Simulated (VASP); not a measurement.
# LiCl (Fm-3m) in VASP: G0W0 quasiparticle levels with PBE

Aim: the G0W0 quasiparticle levels of LiCl with PBE.

Everything below comes from runs of VASP 6.6.1. Logs are shortened: lines on timing, memory, paths and dates and some standing lists are left out, and cuts for length are marked.

**1. The cell of the first run**

The structure is cubic, space group Fm-3m (No. 225). The conventional cell has a = 5.112 Å, b = 5.112 Å, c = 5.112 Å, α = 90.00°, β = 90.00°, γ = 90.00°. Li (site symmetry m-3m) has 6 Cl at 2.56 Å within 3.4 Å. Within 3.4 Å of Cl (site symmetry m-3m) lie 6 Li at 2.56 Å.

**2. G0W0 quasiparticle levels, PBE**

The input, POSCAR:

```
LiCl
1.0
    0.0000000000      2.5560252152      2.5560252152
    2.5560252152      0.0000000000      2.5560252152
    2.5560252152      2.5560252152      0.0000000000
Li Cl
1 1
Direct
    0.0000000000      0.0000000000      0.0000000000
    0.5000000000      0.5000000000      0.5000000000
```

The input, INCAR.step1:

```
PREC = Accurate ; ENCUT = 500
EDIFF = 1E-8 ; ISMEAR = 0
SIGMA = 0.01 ; LREAL = False
LASPH = True ; NELM = 60
ALGO = Normal ; LWAVE = True
LCHARG = False ; GGA = PE
```

The input, INCAR.step2:

```
PREC = Accurate ; ENCUT = 500
EDIFF = 1E-8 ; ISMEAR = 0
SIGMA = 0.01 ; LREAL = False
LASPH = True ; NELM = 1
ALGO = Exact ; LWAVE = True
LCHARG = False ; GGA = PE
NBANDS = 251 ; LOPTICS = True
ISTART = 1
```

The input, INCAR.step3:

```
PREC = Accurate ; ENCUT = 500
EDIFF = 1E-8 ; ISMEAR = 0
SIGMA = 0.01 ; LREAL = False
LASPH = True ; ALGO = EVGW0
LWAVE = False ; LCHARG = False
GGA = PE ; NELMGW = 1
NBANDS = 251 ; ENCUTGW = 200
NOMEGA = 48 ; PRECFOCK = Fast
ISTART = 1 ; NBANDSGW = 12
```

The input, KPOINTS:

```
regular mesh
0
Gamma
  6 6 6
```

Potentials or basis: VASP PAW PBE potentials, release 64 (Li_GW, Cl_GW).

Command:

```
$ cat potpaw_PBE.64/Li_GW/POTCAR potpaw_PBE.64/Cl_GW/POTCAR > POTCAR
$ cp INCAR.step1 INCAR
$ mpirun -np 1 vasp_std > vasp.out
$ cp INCAR.step2 INCAR
$ mpirun -np 1 vasp_std > vasp.out
$ cp INCAR.step3 INCAR
$ mpirun -np 1 vasp_std > vasp.out
```

OUTCAR:

```text
PREC = Accurate
   ENCUT = 500
   EDIFF = 1E-8
   ISMEAR = 0
   LREAL = False
   LASPH = True
   GGA = PE
   NELMGW = 1
   ENCUTGW = 200
   PRECFOCK = Fast
   ISTART = 1

 ion  position               nearest neighbor table
   1  0.000  0.000  0.000-   2 2.56   2 2.56   2 2.56   2 2.56   2 2.56   2 2.56
   2  0.500  0.500  0.500-   1 2.56   1 2.56   1 2.56   1 2.56   1 2.56   1 2.56

  LATTYP: Found a face centered cubic cell.
 ALAT       =     5.1120504304

  Lattice vectors:

 A1 = (   0.0000000000,   2.5560252152,   2.5560252152)
 A2 = (   2.5560252152,   0.0000000000,   2.5560252152)
 A3 = (   2.5560252152,   2.5560252152,   0.0000000000)

Analysis of symmetry for initial positions (statically):
=====================================================================
 Subroutine PRICEL returns:
 Original cell was already a primitive cell.

 Routine SETGRP: Setting up the symmetry group for a
 face centered cubic supercell.

 Subroutine GETGRP returns: Found 48 space group operations
 (whereof 48 operations were pure point group operations)
 out of a pool of 48 trial point group operations.

The static configuration has the point symmetry O_h .

Analysis of symmetry for dynamics (positions and initial velocities):
=====================================================================
 Subroutine PRICEL returns:
 Original cell was already a primitive cell.

 Routine SETGRP: Setting up the symmetry group for a
 face centered cubic supercell.

 Subroutine GETGRP returns: Found 48 space group operations
 (whereof 48 operations were pure point group operations)
 out of a pool of 48 trial point group operations.

The dynamic configuration has the point symmetry O_h .

 Subroutine INISYM returns: Found 48 space group operations
 (whereof 48 operations are pure point group operations),
 and found     1 'primitive' translations

----------------------------------------------------------------------------------------

                                     Primitive cell

  volume of cell :      33.3984

  direct lattice vectors                    reciprocal lattice vectors
     0.000000000  2.556025215  2.556025215    -0.195616224  0.195616224  0.195616224
     2.556025215  0.000000000  2.556025215     0.195616224 -0.195616224  0.195616224
     2.556025215  2.556025215  0.000000000     0.195616224  0.195616224 -0.195616224

  length of vectors
     3.614765525  3.614765525  3.614765525     0.338817238  0.338817238  0.338817238

  position of ions in fractional coordinates (direct lattice)
     0.000000000  0.000000000  0.000000000
     0.500000000  0.500000000  0.500000000

  ion indices of the primitive-cell ions
   primitive index   ion index
                 1           1
                 2           2

----------------------------------------------------------------------------------------

 KPOINTS: regular mesh

Automatic generation of k-mesh.
 Grid dimensions read from file:
 generate k-points for:    6    6    6

 Generating k-lattice:

  Cartesian coordinates                     Fractional coordinates (reciprocal lattice)
    -0.032602704  0.032602704  0.032602704     0.166666667  0.000000000  0.000000000
     0.032602704 -0.032602704  0.032602704     0.000000000  0.166666667  0.000000000
     0.032602704  0.032602704 -0.032602704     0.000000000  0.000000000  0.166666667

  Length of vectors
     0.056469540  0.056469540  0.056469540

  Shift w.r.t. Gamma in fractional coordinates (k-lattice)
     0.000000000  0.000000000  0.000000000

 Subroutine IBZKPT returns following result:
 ===========================================

 Found     16 irreducible k-points:

 Following reciprocal coordinates:
            Coordinates               Weight
  0.000000  0.000000  0.000000      1.000000
  0.166667  0.000000  0.000000      8.000000
  0.333333  0.000000  0.000000      8.000000
  0.500000  0.000000  0.000000      4.000000
  0.166667  0.166667  0.000000      6.000000
  0.333333  0.166667  0.000000     24.000000
[... 8 lines left out ...]
 -0.333333  0.333333  0.166667     24.000000
 -0.333333  0.500000  0.166667     12.000000
   k-points           NKPTS =     16   k-points in BZ     NKDIM =    216   number of bands    NBANDS=    251
   number of dos      NEDOS =    301   number of ions     NIONS =      2
   total plane-waves  NPLWV =  21952
   dimension x,y,z NGX =    28 NGY =   28 NGZ =   28
   dimension x,y,z NGXF=    56 NGYF=   56 NGZF=   56
   ions per type =               1   1
   NGX,Y,Z   is equivalent  to a cutoff of  12.88, 12.88, 12.88 a.u.
   NGXF,Y,Z  is equivalent  to a cutoff of  25.75, 25.75, 25.75 a.u.
 SYSTEM =  unknown system
   PREC   = accura    normal or accurate (medium, high low for compatibility)
   ISTART =      1    job   : 0-new  1-cont  2-samecut
   ICHARG =      0    charge: 1-file 2-atom 10-const
   ISPIN  =      1    spin polarized calculation?
   LNONCOLLINEAR =      F non collinear calculations
   LSORBIT =      F    spin-orbit coupling
   LASPH  =      T    aspherical Exc in radial PAW
   ENCUT  =  500.0 eV  36.75 Ry    6.06 a.u.   6.59  6.59  6.59*2*pi/ulx,y,z
   NELM   =     60;   NELMIN=  2; NELMDL=  0     # of ELM steps
   EDIFF  = 0.1E-07   stopping-criterion for ELM
   LREAL  =      F    real-space projection
   EDIFFG = 0.1E-06   stopping-criterion for IOM
   NSW    =      0    number of steps for IOM
   IBRION =     -1    ionic relax: 0-MD 1-quasi-New 2-CG
   NFREE  =      0    steps in history (QN), initial steepest desc. (CG)
   ISIF   =      0    stress and relaxation
   ISYM   =      3    0-nonsym 1-usesym 2-fastsym
   POTIM  = 0.5000    time-step for ionic-motion
   TEBEG  =    0.0;   TEEND  =   0.0 temperature during run
   PSTRESS=    0.0 pullay stress
   NELECT =       8.0000    total number of electrons
   NUPDOWN=      -1.0000    fix difference up-down
   EMIN   =  10.00;   EMAX   =-10.00  energy-range for DOS
   EFERMI =   0.00;   METHOD = LEGACY
   ISMEAR =     0;   SIGMA  =   0.01  broadening in eV -4-tet -1-fermi 0-gaus
   EFERMI_NEDOS =   21; number of points for ismear=-14 and -15
   IALGO  =     38    algorithm
   IMIX   =      4    mixing-type and parameters
     AMIX     =   0.40;   BMIX     =  1.00
     AMIX_MAG =   1.60;   BMIX_MAG =  1.00
  volume/ion in A,a.u.               =      16.70       112.69
  Fermi-wavevector in a.u.,A,eV,Ry     =   1.016708  1.921300 14.064284  1.033696
  Thomas-Fermi vector in A             =   2.150067
   LORBIT       =      0    0 simple, 1 ext, 2 COOP (PROOUT), +10 PAW based schemes
   GGA     = PE    functional components
   LHFCALC =     T    Hartree Fock is set to
   PRECFOCK=fast      Normal, Fast or Accurate (Low or Medium for compatibility)
   ENCUT4O =  -1.0   cutoff for four orbital integrals eV
   NKREDX  =     1    reduce k-point grid by
   NKREDY  =     1    reduce k-point grid by
   NKREDZ  =     1    reduce k-point grid by
   AEXX    =    1.0000 exact exchange contribution
   HFSCREEN=    0.0000 screening length (either q_TF or 0.3 A-1)
   HFSCREENC=   0.0000 screening length for correlation (either q_TF or 0.3 A-1)
   ENCUTFOCK=  -1.0 apply spherical cutoff to Coloumb kernel
   IVDW    =     0    specifies the selected vdW correction
   LEPSILON=     F    determine dielectric tensor
   LRPA    =     F    only Hartree local field effects (RPA)
   LRPAFORCE           =     F    calculate RPA forces
   ENCUTGW             = 200.0    cutoff for response function in eV
   ENCUTGWSOFT         = 160.0    soft cutoff for Coulomb kernel in GW response function in eV
   ENCUTLF             =  -1.0    cutoff for local field effects
   NELMGW              =     1    number of iterations in solving QP/BSE equation
   NELMHF              =     1    number of iterations in the inner HF iteration
   NKREDLFX            =     1    NKREDLFY  =   1   NKREDLFZ  =   1
 non-spin polarized calculation
 Gauss-broadening in eV      SIGMA  =   0.01
  energy-cutoff  :      500.00
  volume of cell :       33.40
 maximum number of plane-waves:       869
 NGX is ok and might be reduce to    28
  NGX = 16; NGY = 16; NGZ = 16
   NGX = 13   NGY = 13   NGZ = 13
 maximum number of plane-waves:       222

 QP shifts <psi_nk| G(iteration)W_0 |psi_nk>: iteration 1
 for sc-GW calculations column KS-energies equals QP-energies in previous step
 and V_xc(KS)=  KS-energies - (<T + V_ion + V_H > + <T+V_H+V_ion>^1  + <V_x>^1)

 k-point   1 :       0.0000    0.0000    0.0000
  band No.  KS-energies  QP-energies   sigma(KS)   V_xc(KS)     V^pw_x(r,r')   Z            occupation Imag(sigma)

      1     -14.3303     -16.0133     -16.9103     -14.7361     -24.1366       0.7740       2.0000       1.5841
      2      -0.8844      -2.7857     -17.1501     -14.7574     -18.9240       0.7946       2.0000       0.0419
      3      -0.8844      -2.7857     -17.1501     -14.7574     -18.9240       0.7946       2.0000       0.0419
      4      -0.8844      -2.7857     -17.1501     -14.7574     -18.9240       0.7946       2.0000       0.0419
      5       5.4952       6.2374      -7.7248      -8.6108      -4.1705       0.8377       0.0000      -0.0899
      6      10.9119      12.0504      -8.2158      -9.5905      -4.2889       0.8281       0.0000      -0.0955
      7      10.9119      12.0504      -8.2158      -9.5905      -4.2889       0.8281       0.0000      -0.0955
      8      10.9119      12.0504      -8.2158      -9.5905      -4.2889       0.8281       0.0000      -0.0955
      9      13.4715      14.8821      -9.3541     -11.1129      -4.9027       0.8020       0.0000      -0.1273
     10      13.4715      14.8821      -9.3541     -11.1129      -4.9027       0.8020       0.0000      -0.1273
     11      13.7076      14.7845      -5.9273      -7.2872      -1.4347       0.7919       0.0000      -0.1624
     12      13.7076      14.7845      -5.9273      -7.2872      -1.4347       0.7919       0.0000      -0.1624

 k-point   2 :       0.1667    0.0000    0.0000
  band No.  KS-energies  QP-energies   sigma(KS)   V_xc(KS)     V^pw_x(r,r')   Z            occupation Imag(sigma)

      1     -14.1955     -15.8321     -16.9674     -14.8461     -24.1954       0.7715       2.0000       1.5492
      2      -1.7585      -3.7488     -16.3320     -13.8146     -18.2446       0.7906       2.0000       0.0480
      3      -0.9558      -2.8671     -17.1133     -14.7054     -18.9001       0.7938       2.0000       0.0420
      4      -0.9558      -2.8671     -17.1133     -14.7054     -18.9001       0.7938       2.0000       0.0420
      5       6.1809       6.9853      -7.9429      -8.9069      -4.3404       0.8344       0.0000      -0.0896
      6       9.9662      10.9937      -8.0088      -9.2514      -4.1256       0.8269       0.0000      -0.0956
      7      10.5306      11.7350      -7.6195      -9.0755      -3.6922       0.8272       0.0000      -0.0983
      8      10.5306      11.7350      -7.6195      -9.0755      -3.6922       0.8272       0.0000      -0.0983
      9      12.1593      13.4028      -8.1598      -9.6853      -3.9891       0.8152       0.0000      -0.1135
     10      12.1593      13.4028      -8.1598      -9.6853      -3.9891       0.8152       0.0000      -0.1135
     11      14.3394      15.3115      -6.0906      -7.3258      -1.5618       0.7870       0.0000      -0.1812
     12      16.9520      18.1546      -8.0342      -9.5903      -2.9831       0.7728       0.0000      -0.3100
[... 196 lines left out ...]
      1     -13.5614     -14.9838     -17.3770     -15.4494     -24.5595       0.7379       2.0000       1.3448
      2      -3.2914      -5.4483     -15.3037     -12.5456     -17.5664       0.7820       2.0000       0.0666
      3      -2.6474      -4.7268     -15.6563     -13.0123     -17.7545       0.7864       2.0000       0.0564
      4      -1.6856      -3.6832     -16.4973     -13.9720     -18.4153       0.7910       2.0000       0.0466
      5       8.0188       9.0166      -7.7134      -8.9123      -4.0312       0.8322       0.0000      -0.0880
      6       8.4179       9.5140      -7.7518      -9.0706      -4.0820       0.8312       0.0000      -0.0870
      7      10.0289      11.2505      -7.9362      -9.4222      -3.9858       0.8221       0.0000      -0.0981
      8      10.2614      11.3376      -8.9269     -10.2504      -4.8448       0.8132       0.0000      -0.1042
      9      14.2224      15.3570      -7.9714      -9.4018      -3.3914       0.7932       0.0000      -0.1627
     10      15.1082      16.2544      -7.7098      -9.1826      -2.9490       0.7783       0.0000      -0.2001
     11      17.0964      18.5925      -9.9954     -11.9224      -4.7174       0.7764       0.0000      -0.2717
     12      19.6689      20.9863      -9.8113     -11.4956      -4.0239       0.7821       0.0000      -0.6241

 k-point  16 :      -0.3333    0.5000    0.1667
  band No.  KS-energies  QP-energies   sigma(KS)   V_xc(KS)     V^pw_x(r,r')   Z            occupation Imag(sigma)

      1     -13.4962     -14.9060     -17.4329     -15.5184     -24.6054       0.7364       2.0000       1.3211
      2      -3.4566      -5.6131     -15.1620     -12.4011     -17.4512       0.7811       2.0000       0.0682
      3      -2.5677      -4.6448     -15.7525     -13.1111     -17.8463       0.7864       2.0000       0.0558
      4      -1.9755      -4.0062     -16.2710     -13.6970     -18.2526       0.7889       2.0000       0.0497
      5       7.8132       8.8689      -7.4652      -8.7327      -3.8472       0.8329       0.0000      -0.0868
      6       8.4706       9.3935      -8.1151      -9.2251      -4.4692       0.8315       0.0000      -0.0859
      7      10.4328      11.6559      -7.5506      -9.0413      -3.5132       0.8205       0.0000      -0.1059
      8      10.5656      11.6698      -9.0623     -10.4274      -4.8816       0.8090       0.0000      -0.1085
      9      14.0954      15.2352      -7.3108      -8.7643      -2.6844       0.7842       0.0000      -0.1723
     10      16.1585      17.4218      -8.5895     -10.2162      -3.6116       0.7766       0.0000      -0.2385
     11      17.1478      18.7598     -10.8505     -12.9425      -5.4375       0.7705       0.0000      -0.2497
     12      17.8211      19.1120      -9.9086     -11.5737      -4.4287       0.7752       0.0000      -0.4165
```

It took 50 min on 1 thread of AMD EPYC 7R13, shared host; peak memory 1.1 GiB.

Results:

- Quasiparticle gap: 9.02 eV
- Least direct quasiparticle gap: 9.02 eV
- Band gap of the starting levels on the mesh: 6.38 eV
- Least direct gap of the starting levels on the mesh: 6.38 eV

Caveat: bands, screening cutoff and mesh are small and nothing is extrapolated, so the quasiparticle values aren't converged.
